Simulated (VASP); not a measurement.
# CoH2Pd (R-3m) in VASP: single point with PBE

Aim: the single point of CoH2Pd with PBE.

Everything below comes from runs of VASP 6.6.1. Logs are shortened: lines on timing, memory, paths and dates and some standing lists are left out, and cuts for length are marked.

## (1) The cell of the first run

It takes space group R-3m (No. 166, trigonal). Conventional cell: a = 2.801 Å, b = 2.801 Å, c = 17.602 Å, α = 90.00°, β = 90.00°, γ = 120.00°. Pd (site symmetry -3m) has 2 H at 1.97 Å within 2.6 Å. Co (site symmetry -3m) has 6 H at 1.88 Å within 2.5 Å. Within 2.6 Å of H (site symmetry 3m) lie 3 Co at 1.88 Å and 1 Pd at 1.97 Å and 3 H at 2.51 Å.

## (2) Single point, PBE

The input, POSCAR:

```
CoH2Pd
1.0
    1.4003530000      2.4254810000      0.0000000000
   -1.4003530000      2.4254810000      0.0000000000
    0.0000000000     -1.6169870000      5.8672090000
Pd Co H
1 1 2
Direct
    0.0000000000      0.0000000000      0.0000000000
    0.5000000000      0.5000000000      0.5000000000
    0.1121500000      0.1121500000      0.3364500000
    0.8878500000      0.8878500000      0.6635500000
```

The input, INCAR.step1:

```
PREC = Accurate ; ENCUT = 520
EDIFF = 1E-6 ; ISMEAR = -1
SIGMA = 0.0176 ; LREAL = F
LASPH = T ; NELM = 100
ALGO = Normal ; ISIF = 2
LWAVE = F ; LCHARG = T
LMAXMIX = 4 ; GGA = PE
NBANDS = 18
```

The input, KPOINTS.step1:

```
Automatic mesh
0
Gamma
  10 10 10
```

The input, INCAR.step2:

```
PREC = Accurate ; ENCUT = 520
EDIFF = 1E-6 ; ISMEAR = -5
SIGMA = 0.0176 ; LREAL = F
LASPH = T ; NELM = 100
ALGO = Normal ; ISIF = 2
LWAVE = F ; LCHARG = F
LMAXMIX = 4 ; GGA = PE
LORBIT = 11 ; NEDOS = 2001
ICHARG = 11
```

The input, KPOINTS.step2:

```
Automatic mesh
0
Gamma
  15 15 15
```

Potentials or basis: VASP PAW PBE potentials, release 64 (Pd, Co, H).

Launch:

```bash
$ cat potpaw_PBE.64/Pd/POTCAR potpaw_PBE.64/Co/POTCAR potpaw_PBE.64/H/POTCAR > POTCAR
$ cp INCAR.step1 INCAR
$ cp KPOINTS.step1 KPOINTS
$ mpirun -np 1 vasp_std > vasp.out
$ cp INCAR.step2 INCAR
$ cp KPOINTS.step2 KPOINTS
$ mpirun -np 1 vasp_std > vasp.out
```

OUTCAR:

```text
PREC = Accurate
   ENCUT = 520
   EDIFF = 1E-6
   ISMEAR = -5
   LREAL = F
   LASPH = T
   NELM = 100
   ISIF = 2
   GGA = PE
   LORBIT = 11
   ICHARG = 11

 ion  position               nearest neighbor table
   1  0.000  0.000  0.000-   3 1.97   4 1.97
   2  0.500  0.500  0.500-   3 1.88   4 1.88   3 1.88   3 1.88   4 1.88   4 1.88
   3  0.112  0.112  0.336-   2 1.88   2 1.88   2 1.88   1 1.97
   4  0.888  0.888  0.664-   2 1.88   2 1.88   2 1.88   1 1.97

  LATTYP: Found a trigonal (rhomboedric) cell.
 ALAT       =     6.0859504206
 COS(alpha) =     0.8941116386

  Lattice vectors:

 A1 = (   1.4003530000,   0.8084940000,   5.8672090000)
 A2 = (  -1.4003530000,   0.8084940000,   5.8672090000)
 A3 = (   0.0000000000,  -1.6169870000,   5.8672090000)

Analysis of symmetry for initial positions (statically):
=====================================================================
 Subroutine PRICEL returns:
 Original cell was already a primitive cell.

 Routine SETGRP: Setting up the symmetry group for a
 trigonal (rhombohedral) supercell.

 Subroutine GETGRP returns: Found 12 space group operations
 (whereof 12 operations were pure point group operations)
 out of a pool of 12 trial point group operations.

The static configuration has the point symmetry D_3d.

Analysis of symmetry for dynamics (positions and initial velocities):
=====================================================================
 Subroutine PRICEL returns:
 Original cell was already a primitive cell.

 Routine SETGRP: Setting up the symmetry group for a
 trigonal (rhombohedral) supercell.

 Subroutine GETGRP returns: Found 12 space group operations
 (whereof 12 operations were pure point group operations)
 out of a pool of 12 trial point group operations.

The dynamic configuration has the point symmetry D_3d.

 Subroutine INISYM returns: Found 12 space group operations
 (whereof 12 operations are pure point group operations),
 and found     1 'primitive' translations

----------------------------------------------------------------------------------------

                                     Primitive cell

  volume of cell :      39.8563

  direct lattice vectors                    reciprocal lattice vectors
     1.400353000  2.425481000  0.000000000     0.357052829  0.206144678  0.056812918
    -1.400353000  2.425481000  0.000000000    -0.357052829  0.206144678  0.056812918
[... 112 lines left out ...]
  volume/ion in A,a.u.               =       9.96        67.24
  Fermi-wavevector in a.u.,A,eV,Ry     =   1.322256  2.498702 23.787902  1.748361
  Thomas-Fermi vector in A             =   2.451951
   LORBIT       =     11    0 simple, 1 ext, 2 COOP (PROOUT), +10 PAW based schemes
   GGA     = PE    functional components
   LHFCALC =     F    Hartree Fock is set to
   AEXX    =    0.0000 exact exchange contribution
   IVDW    =     0    specifies the selected vdW correction
   LEPSILON=     F    determine dielectric tensor
   LRPA    =     F    only Hartree local field effects (RPA)
 non-spin polarized calculation
 Fermi weights with tetrahedron method with Bloechl corrections
  energy-cutoff  :      520.00
  volume of cell :       39.86
 maximum number of plane-waves:      1086
 NGX is ok and might be reduce to    24

 number of electron      21.0000002 magnetization

 Free energy of the ion-electron system (eV)
  ---------------------------------------------------
  ext. energy  EPLUGINS =         0.00000000
  ---------------------------------------------------
  free energy    TOTEN  =       -17.99232763 eV

  energy without entropy =      -17.99232763  energy(sigma->0) =      -17.99232763

 E-fermi :   5.4986     XC(G=0): -11.4231

 val. band max:        5.5121973681   @ k =   0.4667   0.0667   0.0667
 cond. band min:       5.4880044165   @ k =  -0.3333  -0.4000   0.1333
 fundamental gap:     -0.0241929516
 Fermi energy:         5.4986072994

 k-point     1 :       0.0000    0.0000    0.0000
  band No.  band energies     occupation
      1      -3.4288      2.00000
      2       0.8482      2.00000
      3       1.0918      2.00000
      4       3.3207      2.00000
      5       3.4162      2.00000
      6       3.4162      2.00000
      7       4.3084      2.00000
      8       4.3084      2.00000
      9       4.8833      2.00000
     10       4.8833      2.00000
     11       5.4583      2.00000
     12       5.4583      2.64552
     13       6.7464      0.00000
     14      13.5056      0.00000
[... 377 lines left out ...]
      1      -2.6691      2.00000
      2       0.7386      2.00000
      3       1.8587      2.00000
      4       3.1048      2.00000
      5       3.6950      2.00000
      6       3.8558      2.00000
      7       4.0237      2.00000
      8       4.5501      2.00000
      9       4.6027      2.00000
     10       4.8212      2.00000
     11       5.3845      2.00000
     12       5.7507      0.00000
     13       7.1385      0.00000
     14      14.1973      0.00000

 [... further k-points ...]

------------------------ aborting loop because EDIFF is reached ----------------------------------------

  FORCE on cell =-STRESS in cart. coord.  units (eV):
  Direction    XX          YY          ZZ          XY          YZ          ZX
  --------------------------------------------------------------------------------------
  -------------------------------------------------------------------------------------
  Total       -4.8781534     -4.8781472     -6.1896457      0.0000000     -0.0000004     -0.0000000
  in kB     -196.0961549   -196.0959051   -248.8166368      0.0000000     -0.0000141     -0.0000000
  external PRESSURE =    -213.6695656 kB  Pullay stress =       0.0000000 kB

 VOLUME and BASIS-vectors are now :
 -----------------------------------------------------------------------------
  energy-cutoff  :      520.00
  volume of cell :       39.86
      direct lattice vectors                 reciprocal lattice vectors
     1.400353000  2.425481000  0.000000000     0.357052829  0.206144678  0.056812918
    -1.400353000  2.425481000  0.000000000    -0.357052829  0.206144678  0.056812918
     0.000000000 -1.616987000  5.867209000     0.000000000  0.000000000  0.170438790

 POSITION                                       TOTAL-FORCE (eV/Angst)
 -----------------------------------------------------------------------------------
      0.00000      0.00000      0.00000         0.000000     -0.000000      0.000000
      0.00000      1.61699      2.93360        -0.000000     -0.000000      0.000000
      0.00000      0.00000      1.97402         0.000000      0.000000      0.279484
      0.00000      3.23397      3.89319         0.000000     -0.000000     -0.279484
 -----------------------------------------------------------------------------------
    total drift:                               -0.000000      0.000000      0.000000

  FREE ENERGIE OF THE ION-ELECTRON SYSTEM (eV)
  ---------------------------------------------------
  free  energy   TOTEN  =       -17.9923276260 eV

  energy  without entropy=      -17.9923276260  energy(sigma->0) =      -17.99232763

 total charge

# of ion       s       p       d       tot
------------------------------------------
    1        0.390   0.330   8.520   9.239
    2        0.309   0.346   7.323   7.978
    3        0.483   0.019   0.000   0.502
    4        0.483   0.019   0.000   0.502
--------------------------------------------------
tot          1.663   0.714  15.843  18.221
```

OSZICAR.step1:

```text
N       E                     dE             d eps       ncg     rms          rms(c)
DAV:   1     0.106731952712E+03    0.10673E+03   -0.93411E+03  4184   0.118E+03
DAV:   2    -0.156844751510E+02   -0.12242E+03   -0.11350E+03  4250   0.248E+02
DAV:   3    -0.201726244867E+02   -0.44881E+01   -0.43963E+01  4938   0.579E+01
DAV:   4    -0.202313771898E+02   -0.58753E-01   -0.58706E-01  4842   0.581E+00
[... 11 lines left out ...]
DAV:  16    -0.179891630227E+02   -0.81823E-04   -0.27868E-04  6154   0.896E-02    0.182E-01
DAV:  17    -0.179890668408E+02    0.96182E-04   -0.43717E-04  5464   0.825E-02    0.368E-02
DAV:  18    -0.179890633140E+02    0.35268E-05   -0.48557E-05  4140   0.334E-02    0.214E-02
DAV:  19    -0.179890620651E+02    0.12489E-05   -0.26571E-06  2264   0.117E-02    0.815E-03
DAV:  20    -0.179890618054E+02    0.25975E-06   -0.17368E-06  2154   0.460E-03
   1 F= -.17989062E+02 E0= -.17984065E+02  d E =-.999327E-02
```

Wall time 4.5 min (1 thread of AMD EPYC 7R43 (Zen 3), shared host); peak memory 0.32 GiB.

Results:

- Valence electrons inside the program's atomic spheres: Pd 9.24; Co 7.98; H 0.50

Caveat: the run has no spin polarisation, though such a crystal can be magnetic; tetrahedron occupations give inexact forces and stress in metals.
